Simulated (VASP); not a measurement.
# Be (P6_3/mmc) in VASP: a series of runs

Be is run at these levels: PBE; tasks: single point, relaxation of shape and atoms at fixed volume.

Program: VASP 6.6.1. These are calculated values, not measurements. Logs are shortened: lines on timing, memory, paths and dates and some standing lists are left out, and cuts for length are marked.

## 1. The cell of the first run

The structure is hexagonal, space group P6_3/mmc (No. 194). Conventional cell: a = 2.289 Å, b = 2.289 Å, c = 3.593 Å, α = 90.00°, β = 90.00°, γ = 120.00°. Within 2.9 Å of Be (site symmetry -6m2) lie 12 Be at 2.23 to 2.29 Å.

## 2. Single point, PBE (8.15 Å³/atom)

INCAR reads:

```
PREC = Accurate ; ENCUT = 520
EDIFF = 1E-7 ; ISMEAR = 0
SIGMA = 0.1 ; LREAL = False
LASPH = True ; NELM = 60
ALGO = Normal ; ISIF = 2
LWAVE = False ; LCHARG = False
GGA = PE ; NBANDS = 9
```

KPOINTS reads:

```
regular mesh
0
Gamma
  24 24 12
```

POSCAR reads:

```
Be
1.0
    2.2885625045      0.0000000000      0.0000000000
   -1.1442812522      1.9819532670      0.0000000000
    0.0000000000      0.0000000000      3.5926592817
Be
2
Direct
    0.3333333333      0.6666666667      0.2500000000
    0.6666666667      0.3333333333      0.7500000000
```

Potentials or basis: VASP PAW PBE potentials, release 64 (Be).

Started as:

```
$ cat potpaw_PBE.64/Be/POTCAR > POTCAR
$ mpirun -np 1 vasp_std > vasp.out
```

OUTCAR:

```text
PREC = Accurate
   ENCUT = 520
   EDIFF = 1E-7
   ISMEAR = 0
   LREAL = False
   LASPH = True
   NELM = 60
   ISIF = 2
   GGA = PE

 ion  position               nearest neighbor table
   1  0.333  0.667  0.250-   2 2.23   2 2.23   2 2.23   2 2.23   2 2.23   2 2.23
   2  0.667  0.333  0.750-   1 2.23   1 2.23   1 2.23   1 2.23   1 2.23   1 2.23

  LATTYP: Found a hexagonal cell.
 ALAT       =     2.2885625045
 C/A-ratio  =     1.5698322745

  Lattice vectors:

 A1 = (   2.2885625045,   0.0000000000,   0.0000000000)
 A2 = (  -1.1442812522,   1.9819532670,   0.0000000000)
 A3 = (   0.0000000000,   0.0000000000,   3.5926592817)

Analysis of symmetry for initial positions (statically):
=====================================================================
 Subroutine PRICEL returns:
 Original cell was already a primitive cell.

 Routine SETGRP: Setting up the symmetry group for a
 hexagonal supercell.

 Subroutine GETGRP returns: Found 24 space group operations
 (whereof 12 operations were pure point group operations)
 out of a pool of 24 trial point group operations.

The static configuration has the point symmetry D_3d.
 The point group associated with its full space group is D_6h.

Analysis of symmetry for dynamics (positions and initial velocities):
=====================================================================
 Subroutine PRICEL returns:
 Original cell was already a primitive cell.

 Routine SETGRP: Setting up the symmetry group for a
 hexagonal supercell.

 Subroutine GETGRP returns: Found 24 space group operations
 (whereof 12 operations were pure point group operations)
 out of a pool of 24 trial point group operations.

The dynamic configuration has the point symmetry D_3d.
 The point group associated with its full space group is D_6h.

 Subroutine INISYM returns: Found 24 space group operations
 (whereof 12 operations are pure point group operations),
 and found     1 'primitive' translations

----------------------------------------------------------------------------------------

                                     Primitive cell

  volume of cell :      16.2957

  direct lattice vectors                    reciprocal lattice vectors
     2.288562505  0.000000000  0.000000000     0.436955512  0.252276382  0.000000000
    -1.144281252  1.981953267  0.000000000     0.000000000  0.504552765  0.000000000
     0.000000000  0.000000000  3.592659282     0.000000000  0.000000000  0.278345349

  length of vectors
     2.288562505  2.288562504  3.592659282     0.504552764  0.504552765  0.278345349

  position of ions in fractional coordinates (direct lattice)
     0.333333333  0.666666667  0.250000000
     0.666666667  0.333333333  0.750000000

  ion indices of the primitive-cell ions
   primitive index   ion index
                 1           1
                 2           2

----------------------------------------------------------------------------------------

 KPOINTS: regular mesh

Automatic generation of k-mesh.
 Grid dimensions read from file:
 generate k-points for:   24   24   12

 Generating k-lattice:

  Cartesian coordinates                     Fractional coordinates (reciprocal lattice)
     0.018206480  0.010511516  0.000000000     0.041666667 -0.000000000  0.000000000
     0.000000000  0.021023032  0.000000000     0.000000000  0.041666667  0.000000000
     0.000000000  0.000000000  0.023195446     0.000000000  0.000000000  0.083333333

  Length of vectors
     0.021023032  0.021023032  0.023195446

  Shift w.r.t. Gamma in fractional coordinates (k-lattice)
     0.000000000  0.000000000  0.000000000

 Subroutine IBZKPT returns following result:
 ===========================================

 Found    427 irreducible k-points:

 Following reciprocal coordinates:
            Coordinates               Weight
  0.000000  0.000000  0.000000      1.000000
  0.041667 -0.000000  0.000000      6.000000
  0.083333 -0.000000  0.000000      6.000000
  0.125000 -0.000000  0.000000      6.000000
  0.166667 -0.000000  0.000000      6.000000
  0.208333 -0.000000  0.000000      6.000000
[... 16 lines left out ...]
  0.416667  0.041667  0.000000     12.000000
  0.458333  0.041667  0.000000     12.000000
 [... further k-points ...]
   k-points           NKPTS =    427   k-points in BZ     NKDIM =    427   number of bands    NBANDS=      9
   number of dos      NEDOS =    301   number of ions     NIONS =      2
   total plane-waves  NPLWV =   9072
   dimension x,y,z NGX =    18 NGY =   18 NGZ =   28
   dimension x,y,z NGXF=    36 NGYF=   36 NGZF=   56
   ions per type =               2
   NGX,Y,Z   is equivalent  to a cutoff of  13.08, 13.08, 12.96 a.u.
   NGXF,Y,Z  is equivalent  to a cutoff of  26.15, 26.15, 25.91 a.u.
 SYSTEM =  unknown system
   PREC   = accura    normal or accurate (medium, high low for compatibility)
   ISTART =      0    job   : 0-new  1-cont  2-samecut
   ICHARG =      2    charge: 1-file 2-atom 10-const
   ISPIN  =      1    spin polarized calculation?
   LNONCOLLINEAR =      F non collinear calculations
   LSORBIT =      F    spin-orbit coupling
   LASPH  =      T    aspherical Exc in radial PAW
   ENCUT  =  520.0 eV  38.22 Ry    6.18 a.u.   4.26  4.26  6.68*2*pi/ulx,y,z
   NELM   =     60;   NELMIN=  2; NELMDL= -5     # of ELM steps
   EDIFF  = 0.1E-06   stopping-criterion for ELM
   LREAL  =      F    real-space projection
   EDIFFG = 0.1E-05   stopping-criterion for IOM
   NSW    =      0    number of steps for IOM
   IBRION =     -1    ionic relax: 0-MD 1-quasi-New 2-CG
   NFREE  =      0    steps in history (QN), initial steepest desc. (CG)
   ISIF   =      2    stress and relaxation
   ISYM   =      2    0-nonsym 1-usesym 2-fastsym
   POTIM  = 0.5000    time-step for ionic-motion
   TEBEG  =    0.0;   TEEND  =   0.0 temperature during run
   PSTRESS=    0.0 pullay stress
   NELECT =       4.0000    total number of electrons
   NUPDOWN=      -1.0000    fix difference up-down
   EMIN   =  10.00;   EMAX   =-10.00  energy-range for DOS
   EFERMI =   0.00;   METHOD = LEGACY
   ISMEAR =     0;   SIGMA  =   0.10  broadening in eV -4-tet -1-fermi 0-gaus
   EFERMI_NEDOS =   21; number of points for ismear=-14 and -15
   IALGO  =     38    algorithm
   IMIX   =      4    mixing-type and parameters
     AMIX     =   0.40;   BMIX     =  1.00
     AMIX_MAG =   1.60;   BMIX_MAG =  1.00
  volume/ion in A,a.u.               =       8.15        54.98
  Fermi-wavevector in a.u.,A,eV,Ry     =   1.025032  1.937030 14.295513  1.050691
  Thomas-Fermi vector in A             =   2.158851
   LORBIT       =      0    0 simple, 1 ext, 2 COOP (PROOUT), +10 PAW based schemes
   GGA     = PE    functional components
   LHFCALC =     F    Hartree Fock is set to
   AEXX    =    0.0000 exact exchange contribution
   IVDW    =     0    specifies the selected vdW correction
   LEPSILON=     F    determine dielectric tensor
   LRPA    =     F    only Hartree local field effects (RPA)
 non-spin polarized calculation
 Gauss-broadening in eV      SIGMA  =   0.10
  energy-cutoff  :      520.00
  volume of cell :       16.30
 maximum number of plane-waves:       460
 NGX is ok and might be reduce to    18
   NGX =  9   NGY =  9   NGZ = 13

 number of electron       4.0000000 magnetization

 Free energy of the ion-electron system (eV)
  ---------------------------------------------------
  ext. energy  EPLUGINS =         0.00000000
  ---------------------------------------------------
  free energy    TOTEN  =        -7.52768401 eV

  energy without entropy =       -7.52665148  energy(sigma->0) =       -7.52716775

 E-fermi :   6.7410     XC(G=0): -10.5069

 val. band max:        6.7127399710   @ k =   0.2917   0.2917   0.0000
 cond. band min:       6.7746722850   @ k =   0.2917   0.2500   0.0000
 fundamental gap:      0.0619323140
 Fermi energy:         6.7409857578

 k-point     1 :       0.0000    0.0000    0.0000
  band No.  band energies     occupation
      1      -4.4049      2.00000
      2       2.4743      2.00000
      3       7.8445      0.00000
      4      22.3417      0.00000
      5      22.3417      0.00000
      6      25.1453      0.00000
      7      25.1453      0.00000
      8      27.2624      0.00000
      9      33.3524      0.00000

 k-point     2 :       0.0417   -0.0000    0.0000
  band No.  band energies     occupation
      1      -4.3557      2.00000
      2       2.5382      2.00000
      3       7.8604      0.00000
      4      21.9251      0.00000
      5      22.0185      0.00000
      6      25.1509      0.00000
      7      25.3278      0.00000
      8      27.1703      0.00000
      9      32.3723      0.00000

 k-point     3 :       0.0833   -0.0000    0.0000
  band No.  band energies     occupation
      1      -4.2078      2.00000
      2       2.7299      2.00000
      3       7.9065      0.00000
      4      20.8292      0.00000
      5      21.2865      0.00000
      6      25.1350      0.00000
      7      25.6183      0.00000
      8      26.8682      0.00000
      9      30.8807      0.00000

 k-point     4 :       0.1250   -0.0000    0.0000
  band No.  band energies     occupation
      1      -3.9612      2.00000
      2       3.0490      2.00000
      3       7.9764      0.00000
      4      19.3423      0.00000
      5      20.4269      0.00000
      6      25.0451      0.00000
      7      25.7236      0.00000
      8      26.2836      0.00000
      9      29.2550      0.00000
[... 205 lines left out ...]
 k-point    22 :       0.3750    0.0417    0.0000
  band No.  band energies     occupation
      1       0.0430      2.00000
      2       5.8760      2.00000
      3       8.1464      0.00000
      4      12.7323      0.00000
      5      15.7634      0.00000
      6      16.1499      0.00000
      7      18.7114      0.00000
      8      23.5305      0.00000
      9      26.1584      0.00000

 k-point    23 :       0.4167    0.0417    0.0000
  band No.  band energies     occupation
      1       0.9519      2.00000
      2       4.7894      2.00000
      3       9.2709      0.00000
      4      13.0191      0.00000
      5      14.5894      0.00000
      6      15.3238      0.00000
      7      17.9445      0.00000
      8      23.3463      0.00000
      9      26.1480      0.00000

 k-point    24 :       0.4583    0.0417    0.0000
  band No.  band energies     occupation
      1       1.7584      2.00000
      2       3.8732      2.00000
      3      10.2211      0.00000
      4      13.3217      0.00000
      5      13.4180      0.00000
      6      14.9824      0.00000
      7      17.5405      0.00000
      8      23.2526      0.00000
      9      26.1451      0.00000

 [... further k-points ...]
[... 5 lines left out ...]
  --------------------------------------------------------------------------------------
  -------------------------------------------------------------------------------------
  Total       -0.3370491     -0.3370491     -0.3385368     -0.0000000     -0.0000000      0.0000000
  in kB      -33.1384047    -33.1384047    -33.2846711     -0.0000000     -0.0000000      0.0000000
  external PRESSURE =     -33.1871602 kB  Pullay stress =       0.0000000 kB

 VOLUME and BASIS-vectors are now :
 -----------------------------------------------------------------------------
  energy-cutoff  :      520.00
  volume of cell :       16.30
      direct lattice vectors                 reciprocal lattice vectors
     2.288562505  0.000000000  0.000000000     0.436955512  0.252276382  0.000000000
    -1.144281252  1.981953267  0.000000000     0.000000000  0.504552765  0.000000000
     0.000000000  0.000000000  3.592659282     0.000000000  0.000000000  0.278345349

 POSITION                                       TOTAL-FORCE (eV/Angst)
 -----------------------------------------------------------------------------------
     -0.00000      1.32130      0.89816        -0.000000     -0.000000      0.000000
      1.14428      0.66065      2.69449         0.000000      0.000000      0.000000
 -----------------------------------------------------------------------------------
    total drift:                                0.000000     -0.000000      0.000000

  FREE ENERGIE OF THE ION-ELECTRON SYSTEM (eV)
  ---------------------------------------------------
  free  energy   TOTEN  =        -7.5276840110 eV

  energy  without entropy=       -7.5266514833  energy(sigma->0) =       -7.52716775
```

It took 71 s on 1 thread of Intel Xeon 8259CL, shared host; peak memory 0.17 GiB.

Results:

| Quantity | Value |
| --- | --- |
| Free energy | -7.5277 eV |
| Pressure | -3.3 GPa |
| Band gap on the k mesh | zero (bands 2 and 3 overlap by 2.06 eV) |

Caveat: the cell stands under tension.

## 3. Single point, PBE (8.39 Å³/atom)

This run uses another cell than the first one, of 8.39 Å³/atom.

INCAR reads:

```
PREC = Accurate ; ENCUT = 520
EDIFF = 1E-7 ; ISMEAR = 0
SIGMA = 0.1 ; LREAL = False
LASPH = True ; NELM = 100
ALGO = Fast ; ISIF = 2
LWAVE = False ; LCHARG = False
GGA = PE ; NBANDS = 9
```

KPOINTS is that of step 2.

POSCAR reads:

```
Be
1.0
    2.3118520843      0.0000000000      0.0000000000
   -1.1559260421      2.0021226348      0.0000000000
    0.0000000000      0.0000000000      3.6231819260
Be
2
Direct
    0.3333333333      0.6666666667      0.2500000000
    0.6666666667      0.3333333333      0.7500000000
```

Potentials or basis: VASP PAW PBE potentials, release 64 (Be).

Started as:

```
$ cat potpaw_PBE.64/Be/POTCAR > POTCAR
$ mpirun -np 1 vasp_std > vasp.out
```

OUTCAR:

```text
PREC = Accurate
   ENCUT = 520
   EDIFF = 1E-7
   ISMEAR = 0
   LREAL = False
   LASPH = True
   NELM = 100
   ISIF = 2
   GGA = PE

 ion  position               nearest neighbor table
   1  0.333  0.667  0.250-   2 2.25   2 2.25   2 2.25   2 2.25   2 2.25   2 2.25
   2  0.667  0.333  0.750-   1 2.25   1 2.25   1 2.25   1 2.25   1 2.25   1 2.25

  LATTYP: Found a hexagonal cell.
 ALAT       =     2.3118520843
 C/A-ratio  =     1.5672204769

  Lattice vectors:

 A1 = (   2.3118520843,   0.0000000000,   0.0000000000)
 A2 = (  -1.1559260421,   2.0021226348,   0.0000000000)
 A3 = (   0.0000000000,   0.0000000000,   3.6231819260)

Analysis of symmetry for initial positions (statically):
=====================================================================
 Subroutine PRICEL returns:
 Original cell was already a primitive cell.

 Routine SETGRP: Setting up the symmetry group for a
 hexagonal supercell.

 Subroutine GETGRP returns: Found 24 space group operations
 (whereof 12 operations were pure point group operations)
 out of a pool of 24 trial point group operations.

The static configuration has the point symmetry D_3d.
[... 164 lines left out ...]

 E-fermi :   6.5123     XC(G=0): -10.4137

 val. band max:        6.4950680947   @ k =   0.2917   0.0833   0.0000
 cond. band min:       6.5365974624   @ k =   0.2917   0.2500   0.0000
 fundamental gap:      0.0415293676
 Fermi energy:         6.5123489036

 k-point     1 :       0.0000    0.0000    0.0000
  band No.  band energies     occupation
      1      -4.4761      2.00000
      2       2.3600      2.00000
      3       7.5515      0.00000
      4      21.7323      0.00000
      5      21.7323      0.00000
      6      24.4882      0.00000
      7      24.4882      0.00000
      8      26.5934      0.00000
      9      32.6407      0.00000
[... 265 lines left out ...]
 k-point    24 :       0.4583    0.0417    0.0000
  band No.  band energies     occupation
      1       1.6250      2.00000
      2       3.6665      2.00000
      3       9.9323      0.00000
      4      12.9292      0.00000
      5      13.0880      0.00000
      6      14.5726      0.00000
      7      17.0440      0.00000
      8      22.6505      0.00000
      9      25.4046      0.00000

 [... further k-points ...]
[... 5 lines left out ...]
  --------------------------------------------------------------------------------------
  -------------------------------------------------------------------------------------
  Total       -0.6660104     -0.6660104     -0.6666196     -0.0000000      0.0000000      0.0000000
  in kB      -63.6283603    -63.6283603    -63.6865608     -0.0000000      0.0000000      0.0000000
  external PRESSURE =     -63.6477605 kB  Pullay stress =       0.0000000 kB

 VOLUME and BASIS-vectors are now :
 -----------------------------------------------------------------------------
  energy-cutoff  :      520.00
  volume of cell :       16.77
      direct lattice vectors                 reciprocal lattice vectors
     2.311852084  0.000000000  0.000000000     0.432553625  0.249734952  0.000000000
    -1.155926042  2.002122635  0.000000000     0.000000000  0.499469904  0.000000000
     0.000000000  0.000000000  3.623181926     0.000000000  0.000000000  0.276000494

 POSITION                                       TOTAL-FORCE (eV/Angst)
 -----------------------------------------------------------------------------------
     -0.00000      1.33475      0.90580        -0.000000      0.000000      0.000000
      1.15593      0.66737      2.71739         0.000000     -0.000000      0.000000
 -----------------------------------------------------------------------------------
    total drift:                                0.000000     -0.000000      0.000000

  FREE ENERGIE OF THE ION-ELECTRON SYSTEM (eV)
  ---------------------------------------------------
  free  energy   TOTEN  =        -7.5132452374 eV

  energy  without entropy=       -7.5122381667  energy(sigma->0) =       -7.51274170
```

OSZICAR:

```text
N       E                     dE             d eps       ncg     rms          rms(c)
DAV:   1    -0.303767189537E+01   -0.30377E+01   -0.17464E+03  7782   0.363E+02
DAV:   2    -0.751766484424E+01   -0.44800E+01   -0.43140E+01 11729   0.515E+01
DAV:   3    -0.756803663787E+01   -0.50372E-01   -0.50146E-01  8747   0.370E+00
DAV:   4    -0.756811200854E+01   -0.75371E-04   -0.75368E-04  9593   0.152E-01
DAV:   5    -0.756811204586E+01   -0.37323E-07   -0.37914E-07  8490   0.333E-03    0.115E+00
RMM:   6    -0.752944788373E+01    0.38664E-01   -0.38465E-03  7814   0.633E-01    0.707E-01
RMM:   7    -0.751324376477E+01    0.16204E-01   -0.51355E-03  7987   0.636E-01    0.234E-02
RMM:   8    -0.751324446889E+01   -0.70412E-06   -0.29213E-04  8664   0.164E-01    0.953E-03
RMM:   9    -0.751324887442E+01   -0.44055E-05   -0.12219E-05  9002   0.215E-02    0.278E-03
RMM:  10    -0.751324584827E+01    0.30261E-05   -0.82149E-07  8960   0.558E-03    0.143E-03
RMM:  11    -0.751324516369E+01    0.68458E-06   -0.33731E-08  7952   0.138E-03    0.408E-04
RMM:  12    -0.751324523742E+01   -0.73725E-07   -0.32066E-09  7260   0.493E-04
   1 F= -.75132452E+01 E0= -.75127417E+01  d E =-.100707E-02
```

It took 84 s on 1 thread of Intel Xeon 8259CL, shared host; peak memory 0.17 GiB.

Results:

```
Free energy            : -7.5132 eV
Pressure               : -6.4 GPa
Band gap on the k mesh : zero (bands 2 and 3 overlap by 2.03 eV)
```

Caveat: the cell stands under tension.

(Continued in part 2 of 2.)

The gap in the log of VASP goes by the Fermi energy; the results here count the filled bands.